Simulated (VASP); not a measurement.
Runs of VASP 6.6.1 on TiO2. The structure is that of space group I4_1/amd (No. 141), or close to it. The cells are those of the table. 

```csv
task,cell,gap on the mesh (eV),pressure (GPa),largest force (eV/Å)
single point,"a = 5.376 Å, angles 138.8, 138.8, 59.7°, 6 atoms",2.07,0.2,0.59
single point,"a = 5.541 Å, angles 140.1, 140.1, 57.8°, 6 atoms",2.02,-9.0,0.21
single point,"a = 5.334 Å, angles 138.4, 138.4, 60.2°, 6 atoms",2.08,3.1,0.86
electric field gradients,"a = 5.565 Å, angles 139.4, 139.4, 58.7°, 6 atoms",1.92,-15.8,0.22
electric field gradients,"a = 5.417 Å, angles 139.1, 139.1, 59.2°, 6 atoms",2.06,(a),0.35
electric field gradients,"a = 5.458 Å, angles 139.4, 139.4, 58.7°, 6 atoms",2.05,-4.8,0.14
single point,"a = 5.583 Å, angles 140.4, 140.4, 57.3°, 6 atoms",2.01,-10.9,0.35
electric field gradients,"a = 5.445 Å, angles 139.7, 139.7, 58.2°, 6 atoms",(b),-0.4,0.13
```

Alike in all rows: level LDA; potentials or basis VASP PAW LDA potentials, release 64 (Ti_sv, O); no spin polarisation; k mesh 13 × 13 × 13; cutoff (eV) 520; smearing fermi-dirac 0.08 eV.

**Question.** Fill in the values left out.

**Answer.** (a) -2.4; (b) 2.10.

Caveats: the cell stands under tension (at least some runs); the stress differs along the axes, from -3 to 7 GPa (at least some runs); the stress differs along the axes, from -2 to 13 GPa (at least some runs); the stress differs along the axes, from -5 to 2 GPa (at least some runs).

A k mesh can miss the band edges.
